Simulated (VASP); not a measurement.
**Ag: single point with PBEsol**

Crystal: Ag.

```xyz
1
Lattice="0.0000 2.0700 2.0700 2.0700 0.0000 2.0700 2.0700 2.0700 0.0000" Properties=species:S:1:pos:R:3 pbc="T T T"
Ag    0.0000    0.0000    0.0000
```

This cell differs from its parent crystal: volume scaled by 1.04.

| Quantity | Value |
| --- | --- |
| Program | VASP 6.6.1 |
| Task | single point |
| Functional | PBEsol |
| Potentials or basis | VASP PAW PBE potentials, release 64 (Ag) |
| Cutoff | 520 eV |
| k mesh | 15 × 15 × 15 |
| Occupations | fermi-dirac, width 0.03 eV |
| Spin | no spin polarisation |

```
Pressure : -6.5 GPa
```

Levels at points of the mesh, in eV from the Fermi level:
```tsv
k point	band 3	band 4	band 5	band 6	band 7	band 8	band 9	band 10
(0.00, 0.00, 0.00)	-4.74	-4.74	-3.77	-3.77	15.78	19.12	19.12	19.12
```

Run time: 8.4 s on 1 thread of Intel Xeon 6975P-C (shared host), peak memory 0.16 GiB.

Caveat: the PAW data sets were made with another functional, which shifts forces and pressure a little.
